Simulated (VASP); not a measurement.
# KCl (R-3m) in VASP: further runs, part 2 of 2

VASP 6.6.1. The steps go on from the part before.

## Step 3: Electric field gradients, LDA (equal xy, yz and zx shear strains of +1 %)

The input, INCAR:

```
SYSTEM = KCl
PREC = Accurate ; ENCUT = 520
EDIFF = 1E-8 ; ISMEAR = -1
SIGMA = 0.03 ; LREAL = .False.
LASPH = .True. ; NELM = 80
ALGO = Normal ; ISIF = 2
LWAVE = .False. ; LCHARG = .False.
GGA = CA ; LEFG = .True.
NBANDS = 15
```

The input, KPOINTS:

```
Automatic mesh
0
Gamma
  7 7 7
  0 0 0
```

The input, POSCAR:

```
KCl
1.0
    0.0315610000      3.1718805000      3.1718805000
    3.1718805000      0.0315610000      3.1718805000
    3.1718805000      3.1718805000      0.0315610000
K Cl
1 1
Direct
    0.0000000000      0.0000000000      0.0000000000
    0.5000000000      0.5000000000      0.5000000000
```

Potentials or basis: VASP PAW LDA potentials, release 64 (K_sv, Cl).

Run with:

```console
$ cat potpaw_LDA.64/K_sv/POTCAR potpaw_LDA.64/Cl/POTCAR > POTCAR
$ mpirun -np 1 vasp_std > vasp.out
```

OUTCAR:

```text
SYSTEM = KCl
   PREC = Accurate
   ENCUT = 520
   EDIFF = 1E-8
   ISMEAR = -1
   LREAL = .False.
   LASPH = .True.
   NELM = 80
   ISIF = 2
   GGA = CA

 ion  position               nearest neighbor table
   1  0.000  0.000  0.000-   2 3.16   2 3.16   2 3.16   2 3.16   2 3.16   2 3.16
   2  0.500  0.500  0.500-   1 3.16   1 3.16   1 3.16   1 3.16   1 3.16   1 3.16

  LATTYP: Found a trigonal (rhomboedric) cell.
 ALAT       =     4.4858274498
 COS(alpha) =     0.5099250056

  Lattice vectors:

 A1 = (   0.0315610000,   3.1718805000,   3.1718805000)
 A2 = (   3.1718805000,   0.0315610000,   3.1718805000)
 A3 = (   3.1718805000,   3.1718805000,   0.0315610000)

Analysis of symmetry for initial positions (statically):
=====================================================================
 Subroutine PRICEL returns:
 Original cell was already a primitive cell.

 Routine SETGRP: Setting up the symmetry group for a
 trigonal (rhombohedral) supercell.

[... 622 lines left out ...]
     0.031561000  3.171880500  3.171880500    -0.160007683  0.158431253  0.158431253
     3.171880500  0.031561000  3.171880500     0.158431253 -0.160007683  0.158431253
     3.171880500  3.171880500  0.031561000     0.158431253  0.158431253 -0.160007683

 POSITION                                       TOTAL-FORCE (eV/Angst)
 -----------------------------------------------------------------------------------
      0.00000      0.00000      0.00000         0.000000     -0.000000      0.000000
      3.18766      3.18766      3.18766        -0.000000      0.000000     -0.000000
 -----------------------------------------------------------------------------------
    total drift:                                0.000000      0.000000      0.000000

  FREE ENERGIE OF THE ION-ELECTRON SYSTEM (eV)
  ---------------------------------------------------
  free  energy   TOTEN  =        -7.3624806464 eV

  energy  without entropy=       -7.3624806464  energy(sigma->0) =       -7.36248065

 Electric field gradients (V/A^2)
---------------------------------------------------------------------
 ion       V_xx      V_yy      V_zz      V_xy      V_xz      V_yz
---------------------------------------------------------------------
   1      -0.000    -0.000     0.000    -0.549    -0.549    -0.549
   2       0.000     0.000     0.000     0.729     0.729     0.729
---------------------------------------------------------------------

 Electric field gradients after diagonalization (V/A^2)
 (convention: |V_zz| > |V_xx| > |V_yy|)
----------------------------------------------------------------------
 ion       V_xx      V_yy      V_zz     asymmetry (V_yy - V_xx)/ V_zz
----------------------------------------------------------------------
   1       0.549     0.549    -1.098       0.000
   2      -0.729    -0.729     1.458       0.000
----------------------------------------------------------------------

           NMR quadrupolar parameters

 Cq : quadrupolar parameter    Cq=e*Q*V_zz/h
 eta: asymmetry parameters     (V_yy - V_xx)/ V_zz
 Q  : nuclear electric quadrupole moment in mb (millibarn)
----------------------------------------------------------------------
 ion       Cq(MHz)       eta       Q (mb)
----------------------------------------------------------------------
   1      -0.003       0.000       1.000
   2       0.004       0.000       1.000
----------------------------------------------------------------------
```

OSZICAR:

```text
N       E                     dE             d eps       ncg     rms          rms(c)
DAV:   1     0.105672710149E+03    0.10567E+03   -0.70487E+03  1320   0.963E+02
DAV:   2    -0.847388633795E+00   -0.10652E+03   -0.96476E+02  1672   0.250E+02
DAV:   3    -0.741454414991E+01   -0.65672E+01   -0.65297E+01  1846   0.531E+01
DAV:   4    -0.766001430889E+01   -0.24547E+00   -0.24542E+00  1997   0.976E+00
DAV:   5    -0.766212194990E+01   -0.21076E-02   -0.21076E-02  1895   0.978E-01    0.338E+00
DAV:   6    -0.739082577384E+01    0.27130E+00   -0.36884E-01  1684   0.321E+00    0.271E+00
DAV:   7    -0.736304297299E+01    0.27783E-01   -0.62657E-02  1796   0.154E+00    0.159E+00
DAV:   8    -0.736239311426E+01    0.64986E-03   -0.11077E-02  1948   0.784E-01    0.240E-01
DAV:   9    -0.736235455179E+01    0.38562E-04   -0.56581E-04  1663   0.140E-01    0.835E-02
DAV:  10    -0.736247886103E+01   -0.12431E-03   -0.80296E-05  1504   0.652E-02    0.117E-02
DAV:  11    -0.736248016951E+01   -0.13085E-05   -0.35189E-06  2054   0.132E-02    0.618E-03
DAV:  12    -0.736248066281E+01   -0.49331E-06   -0.13959E-06  1544   0.816E-03    0.306E-03
DAV:  13    -0.736248064470E+01    0.18115E-07   -0.21431E-07  1740   0.335E-03    0.793E-04
DAV:  14    -0.736248064640E+01   -0.17046E-08   -0.16178E-08  1677   0.795E-04
   1 F= -.73624806E+01 E0= -.73624806E+01  d E =-.289442E-11
```

It used 93 s of CPU time on 1 thread of AMD EPYC 7R13 Processor (Zen 3), on a shared host.

What came out:

- Free energy: -7.3625 eV
- Pressure: -2.0 GPa
- Band gap on the k mesh: 4.71 eV, direct

Electric field gradients, principal values (V/Å²):
```tsv
atom	least	middle	greatest (by size)
1 K	0.549	0.549	-1.098
2 Cl	-0.729	-0.729	1.458
```

Caveat: the cell differs from its parent crystal (equal xy, yz and zx shear strains of +1 %); without QUAD_EFG the Cq values of the log hold for a quadrupole moment of 1 mb, not for the nuclei.
